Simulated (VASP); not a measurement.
# Al: single point with LDA

Slab: Al, a slab with vacuum.

```
Al
1.0
     5.72757    0.00000    0.00000
     2.86378    4.96022    0.00000
     0.00000    0.00000   15.67654
Al
13
Direct
  0.16667 0.16667 0.06379
  0.66667 0.16667 0.06379
  0.16667 0.66667 0.06379
  0.66667 0.66667 0.06379
  0.82689 0.32369 0.19708
  0.34935 0.32370 0.19710
  0.82721 0.84552 0.19828
  0.33326 0.83355 0.20009
  0.99351 0.00309 0.33232
  0.50348 0.00316 0.33236
  0.00422 0.49127 0.32743
  0.50287 0.49427 0.33108
  0.66352 0.17392 0.45394
```

```
Program                : VASP 6.6.1
Task                   : single point
Functional             : LDA
Potentials or basis    : VASP PAW LDA potentials, release 64 (Al)
Cutoff                 : 400 eV
k mesh                 : 1 × 1 × 1
Occupations            : gaussian, width 0.05 eV
Spin                   : no spin polarisation
Dipole correction      : no
Further INCAR settings : ALGO = Normal; EDIFF = 1e-06; NBANDS = 32; NELMDL = -8
```

```
Largest force : 0.845 eV/Å
```

Forces on the atoms (eV/Å):
```
Al  -0.001 -0.117  0.244
Al   0.000 -0.018 -0.845
Al   0.139  0.052  0.296
Al  -0.138  0.050  0.294
Al   0.015  0.012 -0.007
Al  -0.014  0.011 -0.007
Al   0.000 -0.010 -0.017
Al   0.001  0.006 -0.002
Al  -0.009 -0.004  0.009
Al   0.014 -0.002  0.015
Al  -0.001  0.028  0.002
Al   0.001  0.017 -0.002
Al  -0.005 -0.024  0.022
```

Levels at points of the mesh, in eV from the Fermi level:
```csv
k point,band 15,band 16,band 17,band 18,band 19,band 20,band 21,band 22,band 23,band 24
"(0.00, 0.00, 0.00)",-2.32,-2.28,-0.79,-0.25,-0.24,0.00,0.34,0.36,0.59,1.96
```

Wall time 52 s on 1 thread of Intel Xeon 8259CL, with other jobs on the host, peak memory 0.28 GiB.

Caveat: the k points lie up to 1.27 Å⁻¹ apart.
